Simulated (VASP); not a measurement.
# Ag (C2/m) in VASP: further runs

The runs below take Ag through single point, with PBE.

Everything below comes from runs of VASP 6.6.1. Logs are shortened: lines on timing, memory, paths and dates and some standing lists are left out, and cuts for length are marked.

## (1) The cell of the first run

The typed cell holds 2 atoms: a = 3.893 Å, b = 3.893 Å, c = 2.978 Å, α = 90.00°, β = 130.91°, γ = 90.00°.

## (2) Single point, PBE

Contents of INCAR:

```
SYSTEM = Ag
ALGO = Fast ; EDIFF = 1E-6
ENCUT = 520 ; GGA = PE
ISIF = 2 ; ISMEAR = 0
LASPH = .True. ; LCHARG = .True.
LELF = .True. ; LREAL = .False.
LVHAR = .True. ; LWAVE = .False.
NBANDS = 18 ; NELM = 60
PREC = Accurate ; SIGMA = 0.1
```

Contents of KPOINTS:

```
k-points
0
Gamma
  9 9 15
  0 0 0
```

Contents of POSCAR:

```
Ag
1.0
    3.8927040404      0.0000000000     -0.0034051262
    0.0000000000      3.8927055297      0.0000000000
   -1.9483094196      0.0000000000      2.2526618690
Ag
2
Direct
    0.0000000000      0.0000000000      0.0000000000
    0.5000000000      0.5000000000      0.0000000000
```

Potentials or basis: VASP PAW PBE potentials, release 64 (Ag).

The run is started by

```console
$ cat potpaw_PBE.64/Ag/POTCAR > POTCAR
$ mpirun -np 1 vasp_std > vasp.out
```

OUTCAR:

```text
SYSTEM = Ag
   EDIFF = 1E-6
   ENCUT = 520
   GGA = PE
   ISIF = 2
   ISMEAR = 0
   LASPH = .True.
   LREAL = .False.
   NELM = 60
   PREC = Accurate

 ion  position               nearest neighbor table
   1  0.000  0.000  0.000-   2 2.75   2 2.75   2 2.75   2 2.75   2 2.98   2 2.98   2 2.98   2 2.98

   2  0.500  0.500  0.000-   1 2.75   1 2.75   1 2.75   1 2.75   1 2.98   1 2.98   1 2.98   1 2.98

  LATTYP: Found a simple monoclinic cell.
 ALAT       =     2.9731845446
 B/A-ratio  =     1.3092714129
 C/A-ratio  =     1.0017275437
 COS(beta)  =    -0.1443837902

  Lattice vectors:

 A1 = (   1.9443946208,   0.0000000000,   2.2492567428)
 A2 = (   0.0000000000,  -3.8927055297,   0.0000000000)
 A3 = (   1.9483094196,   0.0000000000,  -2.2526618690)

Analysis of symmetry for initial positions (statically):
=====================================================================
 Subroutine PRICEL returns following result:

  LATTYP: Found a base centered monoclinic cell.
 ALAT       =     3.8927055297
 B/A-ratio  =     1.0000000000
 C/A-ratio  =     0.7637835747
 COS(beta)  =    -0.6533150973

  Lattice vectors:

 A1 = (  -1.9463520202,   1.9463527649,   0.0017025631)
 A2 = (  -1.9463520202,  -1.9463527648,   0.0017025631)
 A3 = (   1.9443946208,  -0.0000000000,   2.2492567428)

   2 primitive cells build up your supercell.

 Routine SETGRP: Setting up the symmetry group for a
 simple monoclinic supercell.

 Subroutine GETGRP returns: Found  4 space group operations
 (whereof  4 operations were pure point group operations)
 out of a pool of  4 trial point group operations.

The static configuration has the point symmetry C_2h.

Analysis of symmetry for dynamics (positions and initial velocities):
=====================================================================
 Subroutine PRICEL returns following result:

  LATTYP: Found a base centered monoclinic cell.
 ALAT       =     3.8927055297
 B/A-ratio  =     1.0000000000
 C/A-ratio  =     0.7637835747
 COS(beta)  =    -0.6533150973

  Lattice vectors:

 A1 = (  -1.9463520202,   1.9463527649,   0.0017025631)
 A2 = (  -1.9463520202,  -1.9463527648,   0.0017025631)
 A3 = (   1.9443946208,  -0.0000000000,   2.2492567428)

   2 primitive cells build up your supercell.

 Routine SETGRP: Setting up the symmetry group for a
 simple monoclinic supercell.

 Subroutine GETGRP returns: Found  4 space group operations
 (whereof  4 operations were pure point group operations)
 out of a pool of  4 trial point group operations.

The dynamic configuration has the point symmetry C_2h.

 Subroutine INISYM returns: Found  4 space group operations
 (whereof  4 operations are pure point group operations),
 and found     2 'primitive' translations

----------------------------------------------------------------------------------------

                                     Primitive cell

  volume of cell :      17.0545

  direct lattice vectors                    reciprocal lattice vectors
    -1.946352020  1.946352765  0.001702563    -0.256696727  0.256890739  0.221904297
    -1.946352020 -1.946352765  0.001702563    -0.256696727 -0.256890739  0.221904297
     1.944394621 -0.000000000  2.249256743     0.000388610  0.000000000  0.444255371

  length of vectors
     2.752558477  2.752558477  2.973184545     0.425590858  0.425590858  0.444255541

  position of ions in fractional coordinates (direct lattice)
     0.000000000  0.000000000  0.000000000

  ion indices of the primitive-cell ions
   primitive index   ion index
                 1           1

----------------------------------------------------------------------------------------

 KPOINTS: k-points

Automatic generation of k-mesh.
 Grid dimensions read from file:
 generate k-points for:    9    9   15

 Generating k-lattice:

  Cartesian coordinates                     Fractional coordinates (reciprocal lattice)
     0.028565038  0.000000000  0.024705675     0.111111111  0.000000000  0.000000000
     0.000000000  0.028543415  0.000000000     0.000000000  0.111111111  0.000000000
     0.000025907  0.000000000  0.029617025     0.000000000  0.000000000  0.066666667

  Length of vectors
     0.037766807  0.028543415  0.029617036

  Shift w.r.t. Gamma in fractional coordinates (k-lattice)
     0.000000000  0.000000000  0.000000000

 Subroutine IBZKPT returns following result:
 ===========================================

 Found    340 irreducible k-points:

 Following reciprocal coordinates:
            Coordinates               Weight
  0.000000  0.000000  0.000000      1.000000
  0.111111  0.000000 -0.000000      2.000000
  0.222222  0.000000 -0.000000      2.000000
  0.333333  0.000000 -0.000000      2.000000
  0.444444  0.000000 -0.000000      2.000000
  0.000000  0.111111  0.000000      2.000000
[... 16 lines left out ...]
  0.222222  0.444444 -0.000000      4.000000
  0.333333  0.444444 -0.000000      4.000000
 [... further k-points ...]
   k-points           NKPTS =    340   k-points in BZ     NKDIM =    340   number of bands    NBANDS=     18
   number of dos      NEDOS =    301   number of ions     NIONS =      2
   total plane-waves  NPLWV =  21600
   dimension x,y,z NGX =    30 NGY =   30 NGZ =   24
   dimension x,y,z NGXF=    60 NGYF=   60 NGZF=   48
   ions per type =               2
   NGX,Y,Z   is equivalent  to a cutoff of  12.81, 12.81, 13.40 a.u.
   NGXF,Y,Z  is equivalent  to a cutoff of  25.62, 25.62, 26.79 a.u.
 SYSTEM =  Ag
   PREC   = accura    normal or accurate (medium, high low for compatibility)
   ISTART =      0    job   : 0-new  1-cont  2-samecut
   ICHARG =      2    charge: 1-file 2-atom 10-const
   ISPIN  =      1    spin polarized calculation?
   LNONCOLLINEAR =      F non collinear calculations
   LSORBIT =      F    spin-orbit coupling
   LASPH  =      T    aspherical Exc in radial PAW
   ENCUT  =  520.0 eV  38.22 Ry    6.18 a.u.   7.24  7.24  5.54*2*pi/ulx,y,z
   NELM   =     60;   NELMIN=  2; NELMDL= -5     # of ELM steps
   EDIFF  = 0.1E-05   stopping-criterion for ELM
   LREAL  =      F    real-space projection
   EDIFFG = 0.1E-04   stopping-criterion for IOM
   NSW    =      0    number of steps for IOM
   IBRION =     -1    ionic relax: 0-MD 1-quasi-New 2-CG
   NFREE  =      0    steps in history (QN), initial steepest desc. (CG)
   ISIF   =      2    stress and relaxation
   ISYM   =      2    0-nonsym 1-usesym 2-fastsym
   POTIM  = 0.5000    time-step for ionic-motion
   TEBEG  =    0.0;   TEEND  =   0.0 temperature during run
   PSTRESS=    0.0 pullay stress
   NELECT =      22.0000    total number of electrons
   NUPDOWN=      -1.0000    fix difference up-down
   EMIN   =  10.00;   EMAX   =-10.00  energy-range for DOS
   EFERMI =   0.00;   METHOD = LEGACY
   ISMEAR =     0;   SIGMA  =   0.10  broadening in eV -4-tet -1-fermi 0-gaus
   EFERMI_NEDOS =   21; number of points for ismear=-14 and -15
   IALGO  =     68    algorithm
   IMIX   =      4    mixing-type and parameters
     AMIX     =   0.40;   BMIX     =  1.00
     AMIX_MAG =   1.60;   BMIX_MAG =  1.00
  volume/ion in A,a.u.               =      17.05       115.09
  Fermi-wavevector in a.u.,A,eV,Ry     =   1.414465  2.672952 27.221342  2.000712
  Thomas-Fermi vector in A             =   2.536005
   LORBIT       =      0    0 simple, 1 ext, 2 COOP (PROOUT), +10 PAW based schemes
   GGA     = PE    functional components
   LHFCALC =     F    Hartree Fock is set to
   AEXX    =    0.0000 exact exchange contribution
   IVDW    =     0    specifies the selected vdW correction
   LEPSILON=     F    determine dielectric tensor
   LRPA    =     F    only Hartree local field effects (RPA)
 non-spin polarized calculation
 RMM-DIIS sequential band-by-band and
 Gauss-broadening in eV      SIGMA  =   0.10
  energy-cutoff  :      520.00
  volume of cell :       34.11
 maximum number of plane-waves:       946
 NGX is ok and might be reduce to    30
   NGX = 15   NGY = 15   NGZ = 11

 number of electron      22.0000004 magnetization

 Free energy of the ion-electron system (eV)
  ---------------------------------------------------
  ext. energy  EPLUGINS =         0.00000000
  ---------------------------------------------------
  free energy    TOTEN  =        -5.33394424 eV

  energy without entropy =       -5.32968481  energy(sigma->0) =       -5.33181452

 E-fermi :   8.4560     XC(G=0): -12.2056

 val. band max:        8.4508658932   @ k =  -0.4444   0.4444   0.3333
 cond. band min:       8.4561472433   @ k =  -0.4444   0.2222   0.4667
 fundamental gap:      0.0052813501
 Fermi energy:         8.4560422087

 k-point     1 :       0.0000    0.0000    0.0000
  band No.  band energies     occupation
      1       0.6661      2.00000
      2       1.9624      2.00000
      3       2.2169      2.00000
      4       2.9828      2.00000
      5       3.9899      2.00000
      6       3.9908      2.00000
[... 10 lines left out ...]
     17      24.9087      0.00000
     18      25.1367      0.00000

 k-point     2 :       0.1111    0.0000   -0.0000
  band No.  band energies     occupation
      1       0.9122      2.00000
      2       2.0827      2.00000
      3       2.3261      2.00000
      4       3.0165      2.00000
      5       3.9734      2.00000
      6       3.9998      2.00000
[... 10 lines left out ...]
     17      24.9251      0.00000
     18      26.0788      0.00000

 k-point     3 :       0.2222    0.0000   -0.0000
  band No.  band energies     occupation
      1       1.5936      2.00000
      2       2.3676      2.00000
      3       2.6540      2.00000
      4       3.0936      2.00000
      5       3.8891      2.00000
      6       3.9743      2.00000
[... 10 lines left out ...]
     17      24.0587      0.00000
     18      24.9207      0.00000

 k-point     4 :       0.3333    0.0000   -0.0000
  band No.  band energies     occupation
      1       2.4736      2.00000
      2       2.7103      2.00000
      3       3.0917      2.00000
      4       3.1754      2.00000
      5       3.7678      2.00000
      6       4.0042      2.00000
[... 375 lines left out ...]
      4       3.2547      2.00000
      5       3.7874      2.00000
      6       4.1371      2.00000
[... 10 lines left out ...]
     17      24.3270      0.00000
     18      24.8898      0.00000

 k-point    23 :       0.2222    0.4444   -0.0000
  band No.  band energies     occupation
      1       2.4273      2.00000
      2       2.5642      2.00000
      3       3.4778      2.00000
      4       3.5155      2.00000
      5       3.7456      2.00000
      6       3.8088      2.00000
[... 10 lines left out ...]
     17      24.5344      0.00000
     18      25.4492      0.00000

 k-point    24 :       0.3333    0.4444   -0.0000
  band No.  band energies     occupation
      1       2.1923      2.00000
      2       2.2962      2.00000
      3       3.2992      2.00000
      4       3.3955      2.00000
      5       3.8769      2.00000
      6       4.0562      2.00000
[... 10 lines left out ...]
     17      25.1467      0.00000
     18      26.2455      0.00000

 [... further k-points ...]
[... 5 lines left out ...]
  --------------------------------------------------------------------------------------
  -------------------------------------------------------------------------------------
  Total        1.7631571      1.7962801     -0.0072779      0.0000000      0.0000000     -0.0053244
  in kB       82.8192573     84.3751165     -0.3418578      0.0000000      0.0000000     -0.2500966
  external PRESSURE =      55.6175053 kB  Pullay stress =       0.0000000 kB

 VOLUME and BASIS-vectors are now :
 -----------------------------------------------------------------------------
  energy-cutoff  :      520.00
  volume of cell :       34.11
      direct lattice vectors                 reciprocal lattice vectors
     3.892704040  0.000000000 -0.003405126     0.257085338  0.000000000  0.222351074
     0.000000000  3.892705530  0.000000000     0.000000000  0.256890739  0.000000000
    -1.948309420  0.000000000  2.252661869     0.000388610  0.000000000  0.444255371

 POSITION                                       TOTAL-FORCE (eV/Angst)
 -----------------------------------------------------------------------------------
      0.00000      0.00000      0.00000         0.000000     -0.000000      0.000000
      1.94635      1.94635     -0.00170        -0.000000      0.000000     -0.000000
 -----------------------------------------------------------------------------------
    total drift:                                0.000000      0.000000     -0.000000

  FREE ENERGIE OF THE ION-ELECTRON SYSTEM (eV)
  ---------------------------------------------------
  free  energy   TOTEN  =        -5.3339442401 eV

  energy  without entropy=       -5.3296848060  energy(sigma->0) =       -5.33181452
```

Wall time 85 s (1 thread of Intel Xeon 6975P-C (Granite Rapids), shared host); peak memory 0.28 GiB.

What came out:

```
Free energy            : -5.3339 eV
Pressure               : 5.6 GPa
Band gap on the k mesh : zero (band 11 reaches 12.48 eV, above the bottom of band 12 at 5.39 eV)
```

[end of part 1 of 2]
